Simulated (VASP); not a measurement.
# TaAg2Br6 (Fm-3m) in VASP: further runs

Runs on TaAg2Br6. Level: PBE. Tasks: single point.

Everything below comes from runs of VASP 6.6.1. Logs are shortened: lines on timing, memory, paths and dates and some standing lists are left out, and cuts for length are marked.

## 1. The cell of the first run

It takes space group Fm-3m (No. 225, cubic). The conventional cell has a = 10.349 Å, b = 10.349 Å, c = 10.349 Å, α = 90.00°, β = 90.00°, γ = 90.00°. Within 3.3 Å of Ta (site symmetry m-3m) lie 6 Br at 2.53 Å. Ag (site symmetry -43m) has 12 Br at 3.66 Å and 4 Ta at 4.48 Å within 4.8 Å. Within 3.3 Å of Br (site symmetry 4mm) lie 1 Ta at 2.53 Å.

## 2. Single point, PBE

The input, INCAR:

```
SYSTEM = TaAg2Br6
PREC     = Accurate       ! precision mode
ENCUT    = 520            ! plane-wave cutoff, eV
EDIFF    = 1E-6           ! SCF threshold, eV
ISMEAR   = 0              ! smearing method
SIGMA    = 0.1            ! smearing width, eV
LREAL    = .False.        ! projectors in reciprocal space
LASPH    = .True.         ! aspherical terms in the spheres
NELM     = 100            ! most SCF steps
ALGO     = Normal         ! electronic algorithm
ISIF     = 2              ! what is computed and relaxed
LWAVE    = .False.        ! write WAVECAR
LCHARG   = .False.        ! write CHGCAR
GGA      = PE             ! functional
NBANDS   = 48             ! bands
```

The input, KPOINTS:

```
regular mesh
0
Gamma
  4 4 4
  0 0 0
```

The input, POSCAR:

```
TaAg2Br6
1.0
    0.0000000000      5.1745753118      5.1745753118
    5.1745753118      0.0000000000      5.1745753118
    5.1745753118      5.1745753118      0.0000000000
Ta Ag Br
1 2 6
Direct
    0.0000000000      0.0000000000      0.0000000000
    0.2500000000      0.2500000000      0.2500000000
    0.7500000000      0.7500000000      0.7500000000
    0.7551360606      0.2448639394      0.2448639394
    0.2448639394      0.7551360606      0.2448639394
    0.2448639394      0.2448639394      0.7551360606
    0.2448639394      0.7551360606      0.7551360606
    0.7551360606      0.2448639394      0.7551360606
    0.7551360606      0.7551360606      0.2448639394
```

Potentials or basis: VASP PAW PBE potentials, release 64 (Ta_pv, Ag, Br).

Run with:

```console
> cat potpaw_PBE.64/Ta_pv/POTCAR potpaw_PBE.64/Ag/POTCAR potpaw_PBE.64/Br/POTCAR > POTCAR
> mpirun -np 1 vasp_std > vasp.out
```

OUTCAR:

```text
SYSTEM = TaAg2Br6
   PREC = Accurate
   ENCUT = 520
   EDIFF = 1E-6
   ISMEAR = 0
   LREAL = .False.
   LASPH = .True.
   NELM = 100
   ISIF = 2
   GGA = PE

 ion  position               nearest neighbor table
   1  0.000  0.000  0.000-   4 2.53   5 2.53   6 2.53   7 2.53   8 2.53   9 2.53
   2  0.250  0.250  0.250-
   3  0.750  0.750  0.750-
   4  0.755  0.245  0.245-   1 2.53
   5  0.245  0.755  0.245-   1 2.53
   6  0.245  0.245  0.755-   1 2.53
   7  0.245  0.755  0.755-   1 2.53
   8  0.755  0.245  0.755-   1 2.53
   9  0.755  0.755  0.245-   1 2.53

  LATTYP: Found a face centered cubic cell.
 ALAT       =    10.3491506236

  Lattice vectors:

 A1 = (   0.0000000000,   5.1745753118,   5.1745753118)
 A2 = (   5.1745753118,   0.0000000000,   5.1745753118)
 A3 = (   5.1745753118,   5.1745753118,   0.0000000000)

Analysis of symmetry for initial positions (statically):
=====================================================================
 Subroutine PRICEL returns:
 Original cell was already a primitive cell.

 Routine SETGRP: Setting up the symmetry group for a
 face centered cubic supercell.

 Subroutine GETGRP returns: Found 48 space group operations
 (whereof 48 operations were pure point group operations)
 out of a pool of 48 trial point group operations.

The static configuration has the point symmetry O_h .

Analysis of symmetry for dynamics (positions and initial velocities):
=====================================================================
 Subroutine PRICEL returns:
 Original cell was already a primitive cell.

 Routine SETGRP: Setting up the symmetry group for a
 face centered cubic supercell.

 Subroutine GETGRP returns: Found 48 space group operations
 (whereof 48 operations were pure point group operations)
 out of a pool of 48 trial point group operations.

The dynamic configuration has the point symmetry O_h .

 Subroutine INISYM returns: Found 48 space group operations
 (whereof 48 operations are pure point group operations),
 and found     1 'primitive' translations

----------------------------------------------------------------------------------------

                                     Primitive cell

  volume of cell :     277.1112

  direct lattice vectors                    reciprocal lattice vectors
     0.000000000  5.174575312  5.174575312    -0.096626287  0.096626287  0.096626287
     5.174575312  0.000000000  5.174575312     0.096626287 -0.096626287  0.096626287
     5.174575312  5.174575312  0.000000000     0.096626287  0.096626287 -0.096626287

  length of vectors
     7.317954585  7.317954585  7.317954585     0.167361639  0.167361639  0.167361639

  position of ions in fractional coordinates (direct lattice)
     0.000000000  0.000000000  0.000000000
     0.250000000  0.250000000  0.250000000
     0.750000000  0.750000000  0.750000000
     0.755136061  0.244863939  0.244863939
     0.244863939  0.755136061  0.244863939
     0.244863939  0.244863939  0.755136061
     0.244863939  0.755136061  0.755136061
     0.755136061  0.244863939  0.755136061
     0.755136061  0.755136061  0.244863939

  ion indices of the primitive-cell ions
   primitive index   ion index
                 1           1
                 2           2
                 3           3
                 4           4
                 5           5
                 6           6
                 7           7
                 8           8
                 9           9

----------------------------------------------------------------------------------------

 KPOINTS: regular mesh

Automatic generation of k-mesh.
 Grid dimensions read from file:
 generate k-points for:    4    4    4

 Generating k-lattice:

  Cartesian coordinates                     Fractional coordinates (reciprocal lattice)
    -0.024156572  0.024156572  0.024156572     0.250000000  0.000000000  0.000000000
     0.024156572 -0.024156572  0.024156572     0.000000000  0.250000000  0.000000000
     0.024156572  0.024156572 -0.024156572     0.000000000  0.000000000  0.250000000

  Length of vectors
     0.041840410  0.041840410  0.041840410

  Shift w.r.t. Gamma in fractional coordinates (k-lattice)
     0.000000000  0.000000000  0.000000000

 Subroutine IBZKPT returns following result:
 ===========================================

 Found      8 irreducible k-points:

 Following reciprocal coordinates:
            Coordinates               Weight
  0.000000  0.000000  0.000000      1.000000
  0.250000  0.000000  0.000000      8.000000
  0.500000  0.000000  0.000000      4.000000
  0.250000  0.250000  0.000000      6.000000
  0.500000  0.250000  0.000000     24.000000
 -0.250000  0.250000  0.000000     12.000000
  0.500000  0.500000  0.000000      3.000000
 -0.250000  0.500000  0.250000      6.000000
   k-points           NKPTS =      8   k-points in BZ     NKDIM =      8   number of bands    NBANDS=     48
   number of dos      NEDOS =    301   number of ions     NIONS =      9
   total plane-waves  NPLWV = 157464
   dimension x,y,z NGX =    54 NGY =   54 NGZ =   54
   dimension x,y,z NGXF=   108 NGYF=  108 NGZF=  108
   ions per type =               1   2   6
   NGX,Y,Z   is equivalent  to a cutoff of  12.27, 12.27, 12.27 a.u.
   NGXF,Y,Z  is equivalent  to a cutoff of  24.53, 24.53, 24.53 a.u.
 SYSTEM =  TaAg2Br6
   PREC   = accura    normal or accurate (medium, high low for compatibility)
   ISTART =      0    job   : 0-new  1-cont  2-samecut
   ICHARG =      2    charge: 1-file 2-atom 10-const
   ISPIN  =      1    spin polarized calculation?
   LNONCOLLINEAR =      F non collinear calculations
   LSORBIT =      F    spin-orbit coupling
   LASPH  =      T    aspherical Exc in radial PAW
   ENCUT  =  520.0 eV  38.22 Ry    6.18 a.u.  13.61 13.61 13.61*2*pi/ulx,y,z
   NELM   =    100;   NELMIN=  2; NELMDL= -5     # of ELM steps
   EDIFF  = 0.1E-05   stopping-criterion for ELM
   LREAL  =      F    real-space projection
   EDIFFG = 0.1E-04   stopping-criterion for IOM
   NSW    =      0    number of steps for IOM
   IBRION =     -1    ionic relax: 0-MD 1-quasi-New 2-CG
   NFREE  =      0    steps in history (QN), initial steepest desc. (CG)
   ISIF   =      2    stress and relaxation
   ISYM   =      2    0-nonsym 1-usesym 2-fastsym
   POTIM  = 0.5000    time-step for ionic-motion
   TEBEG  =    0.0;   TEEND  =   0.0 temperature during run
   PSTRESS=    0.0 pullay stress
   NELECT =      75.0000    total number of electrons
   NUPDOWN=      -1.0000    fix difference up-down
   EMIN   =  10.00;   EMAX   =-10.00  energy-range for DOS
   EFERMI =   0.00;   METHOD = LEGACY
   ISMEAR =     0;   SIGMA  =   0.10  broadening in eV -4-tet -1-fermi 0-gaus
   EFERMI_NEDOS =   21; number of points for ismear=-14 and -15
   IALGO  =     38    algorithm
   IMIX   =      4    mixing-type and parameters
     AMIX     =   0.40;   BMIX     =  1.00
     AMIX_MAG =   1.60;   BMIX_MAG =  1.00
  volume/ion in A,a.u.               =      30.79       207.78
  Fermi-wavevector in a.u.,A,eV,Ry     =   1.058954  2.001133 15.257358  1.121384
  Thomas-Fermi vector in A             =   2.194282
   LORBIT       =      0    0 simple, 1 ext, 2 COOP (PROOUT), +10 PAW based schemes
   GGA     = PE    functional components
   LHFCALC =     F    Hartree Fock is set to
   AEXX    =    0.0000 exact exchange contribution
   IVDW    =     0    specifies the selected vdW correction
   LEPSILON=     F    determine dielectric tensor
   LRPA    =     F    only Hartree local field effects (RPA)
 non-spin polarized calculation
 Gauss-broadening in eV      SIGMA  =   0.10
  energy-cutoff  :      520.00
  volume of cell :      277.11
 maximum number of plane-waves:      7523
   NGX = 27   NGY = 27   NGZ = 27

 number of electron      75.0000016 magnetization

 Free energy of the ion-electron system (eV)
  ---------------------------------------------------
  ext. energy  EPLUGINS =         0.00000000
  ---------------------------------------------------
  free energy    TOTEN  =       -30.63963052 eV

  energy without entropy =      -30.61459491  energy(sigma->0) =      -30.62711271

 E-fermi :   2.3157     XC(G=0):  -8.5446

 val. band max:        2.1840741978   @ k =   0.5000   0.5000   0.0000
 cond. band min:       2.3463956780   @ k =   0.5000   0.2500   0.0000
 fundamental gap:      0.1623214801
 Fermi energy:         2.3157325865

 k-point     1 :       0.0000    0.0000    0.0000
  band No.  band energies     occupation
      1     -34.1499      2.00000
      2     -34.1499      2.00000
      3     -34.1499      2.00000
      4     -13.7031      2.00000
      5     -12.9621      2.00000
      6     -12.9621      2.00000
[... 40 lines left out ...]
     47       8.1931      0.00000
     48       8.2046      0.00000

 k-point     2 :       0.2500    0.0000    0.0000
  band No.  band energies     occupation
      1     -34.1499      2.00000
      2     -34.1499      2.00000
      3     -34.1499      2.00000
      4     -13.6353      2.00000
      5     -13.0485      2.00000
      6     -12.9895      2.00000
[... 40 lines left out ...]
     47       7.4607      0.00000
     48       7.8478      0.00000

 k-point     3 :       0.5000    0.0000    0.0000
  band No.  band energies     occupation
      1     -34.1499      2.00000
      2     -34.1499      2.00000
      3     -34.1499      2.00000
      4     -13.5397      2.00000
      5     -13.1626      2.00000
      6     -13.0060      2.00000
[... 40 lines left out ...]
     47       7.7538      0.00000
     48       7.7649      0.00000

 k-point     4 :       0.2500    0.2500    0.0000
  band No.  band energies     occupation
      1     -34.1499      2.00000
      2     -34.1499      2.00000
      3     -34.1499      2.00000
      4     -13.6155      2.00000
      5     -13.0669      2.00000
      6     -12.9675      2.00000
[... 40 lines left out ...]
     47       7.5667      0.00000
     48       7.5669      0.00000

 k-point     5 :       0.5000    0.2500    0.0000
  band No.  band energies     occupation
      1     -34.1499      2.00000
      2     -34.1499      2.00000
      3     -34.1499      2.00000
      4     -13.5224      2.00000
      5     -13.1546      2.00000
      6     -12.9935      2.00000
[... 40 lines left out ...]
     47       7.2116      0.00000
     48       7.3162      0.00000

 k-point     6 :      -0.2500    0.2500    0.0000
  band No.  band energies     occupation
      1     -34.1499      2.00000
      2     -34.1499      2.00000
      3     -34.1499      2.00000
      4     -13.5513      2.00000
      5     -13.1375      2.00000
      6     -13.0062      2.00000
[... 40 lines left out ...]
     47       6.8732      0.00000
     48       7.3868      0.00000

 k-point     7 :       0.5000    0.5000    0.0000
  band No.  band energies     occupation
      1     -34.1499      2.00000
      2     -34.1499      2.00000
      3     -34.1499      2.00000
      4     -13.5044      2.00000
      5     -13.1351      2.00000
      6     -12.9877      2.00000
[... 40 lines left out ...]
     47       7.0883      0.00000
     48       7.0883      0.00000

 k-point     8 :      -0.2500    0.5000    0.2500
  band No.  band energies     occupation
      1     -34.1499      2.00000
      2     -34.1499      2.00000
      3     -34.1499      2.00000
      4     -13.4887      2.00000
      5     -13.1776      2.00000
      6     -12.9804      2.00000
[... 40 lines left out ...]
     47       6.8756      0.00000
     48       7.1601      0.00000

------------------------ aborting loop because EDIFF is reached ----------------------------------------

  FORCE on cell =-STRESS in cart. coord.  units (eV):
  Direction    XX          YY          ZZ          XY          YZ          ZX
  --------------------------------------------------------------------------------------
  -------------------------------------------------------------------------------------
  Total       -0.2445422     -0.2445422     -0.2445422     -0.0000000      0.0000000     -0.0000000
  in kB       -1.4138727     -1.4138727     -1.4138727     -0.0000000      0.0000000     -0.0000000
  external PRESSURE =      -1.4138727 kB  Pullay stress =       0.0000000 kB

 VOLUME and BASIS-vectors are now :
 -----------------------------------------------------------------------------
  energy-cutoff  :      520.00
  volume of cell :      277.11
      direct lattice vectors                 reciprocal lattice vectors
     0.000000000  5.174575312  5.174575312    -0.096626287  0.096626287  0.096626287
     5.174575312  0.000000000  5.174575312     0.096626287 -0.096626287  0.096626287
     5.174575312  5.174575312  0.000000000     0.096626287  0.096626287 -0.096626287

 POSITION                                       TOTAL-FORCE (eV/Angst)
 -----------------------------------------------------------------------------------
      0.00000      0.00000      0.00000         0.000000      0.000000      0.000000
      2.58729      2.58729      2.58729         0.000000      0.000000      0.000000
      7.76186      7.76186      7.76186         0.000000      0.000000      0.000000
      2.53413      5.17458      5.17458         0.030967      0.000000      0.000000
      5.17458      2.53413      5.17458         0.000000      0.030967      0.000000
      5.17458      5.17458      2.53413         0.000000      0.000000      0.030967
      7.81502      5.17458      5.17458        -0.030967      0.000000      0.000000
      5.17458      7.81502      5.17458         0.000000     -0.030967      0.000000
      5.17458      5.17458      7.81502         0.000000      0.000000     -0.030967
 -----------------------------------------------------------------------------------
    total drift:                                0.000000     -0.000000      0.000000

  FREE ENERGIE OF THE ION-ELECTRON SYSTEM (eV)
  ---------------------------------------------------
  free  energy   TOTEN  =       -30.6396305176 eV

  energy  without entropy=      -30.6145949101  energy(sigma->0) =      -30.62711271
```

Wall time 78 s (1 thread of Intel Xeon 6975P-C (Granite Rapids), shared host); peak memory 0.43 GiB.

What came out:

| Quantity | Value |
| --- | --- |
| Free energy | -30.6396 eV |
| Pressure | -0.1 GPa |
| Largest force | 0.031 eV/Å |
| Band gap on the k mesh | zero (an odd number of electrons rules out a gap without spin polarisation) |

Forces on the atoms (eV/Å):
```
Ta   0.000  0.000  0.000
Ag   0.000  0.000  0.000
Ag   0.000  0.000  0.000
Br   0.031  0.000  0.000
Br   0.000  0.031  0.000
Br   0.000  0.000  0.031
Br  -0.031  0.000  0.000
Br   0.000 -0.031  0.000
Br   0.000  0.000 -0.031
```

Caveat: spin-orbit coupling is left out, which moves the levels of the heavy elements; an odd number of electrons without spin polarisation forces a metal; a magnetic or distorted state may lie lower.

## 3. Single point, PBE

This run uses another cell than the first one, of 28.17 Å³/atom.

The input, INCAR:

```
SYSTEM = TaAg2Br6
  ALGO = Normal
  EDIFF = 1E-7
  ENCUT = 520
  GGA = PE
  ISIF = 2
  ISMEAR = 0
  LASPH = .TRUE.
  LCHARG = .FALSE.
  LREAL = .FALSE.
  LWAVE = .FALSE.
  NBANDS = 48
  NELM = 60
  PREC = Accurate
  SIGMA = 0.1
```

The input, KPOINTS:

```
k-points
0
G
  4 4 4
  0 0 0
```

The input, POSCAR:

```
TaAg2Br6
1.0
    0.0000000000      5.0232072700      5.0232072700
    5.0232072700      0.0000000000      5.0232072700
    5.0232072700      5.0232072700      0.0000000000
Ta Ag Br
1 2 6
Direct
    0.0000000000      0.0000000000      0.0000000000
    0.2500000000      0.2500000000      0.2500000000
    0.7500000000      0.7500000000      0.7500000000
    0.7588820600      0.2411179400      0.2411179400
    0.2411179400      0.7588820600      0.2411179400
    0.2411179400      0.2411179400      0.7588820600
    0.2411179400      0.7588820600      0.7588820600
    0.7588820600      0.2411179400      0.7588820600
    0.7588820600      0.7588820600      0.2411179400
```

Potentials or basis: VASP PAW PBE potentials, release 64 (Ta_pv, Ag, Br).

Run with:

```console
> cat potpaw_PBE.64/Ta_pv/POTCAR potpaw_PBE.64/Ag/POTCAR potpaw_PBE.64/Br/POTCAR > POTCAR
> mpirun -np 1 vasp_std > vasp.out
```

It took 90 s on 1 thread of Intel Xeon 6975P-C (Granite Rapids), shared host; peak memory 0.43 GiB.

The run converged. Its results:

* Free energy: -30.0480 eV
* Pressure: 6.0 GPa
* Largest force: 1.837 eV/Å
* Band gap on the k mesh: zero (an odd number of electrons rules out a gap without spin polarisation)

Forces on the atoms (eV/Å):
```
Ta   0.000  0.000  0.000
Ag   0.000  0.000  0.000
Ag   0.000  0.000  0.000
Br   1.837  0.000  0.000
Br   0.000  1.837  0.000
Br   0.000  0.000  1.837
Br  -1.837  0.000  0.000
Br   0.000 -1.837  0.000
Br   0.000  0.000 -1.837
```

Levels at points of the mesh, in eV from the Fermi level:
```csv
k point,band 34,band 35,band 36,band 37,band 38,band 39,band 40,band 41,band 42,band 43
"(0.00, 0.00, 0.00)",-2.29,-1.85,-1.85,-1.85,-0.66,-0.42,0.22,0.22,0.22,4.34
"(0.50, 0.00, 0.00)",-2.28,-2.26,-2.23,-2.23,-0.23,0.70,0.70,0.87,1.45,3.75
"(0.50, 0.50, 0.00)",-2.71,-2.31,-2.31,-1.77,-0.18,1.18,1.18,1.34,1.60,2.84
```

Caveat: the cell stands under pressure; spin-orbit coupling is left out, which moves the levels of the heavy elements; an odd number of electrons without spin polarisation forces a metal; a magnetic or distorted state may lie lower.

The gap in the log of VASP goes by the Fermi energy; the results here count the filled bands.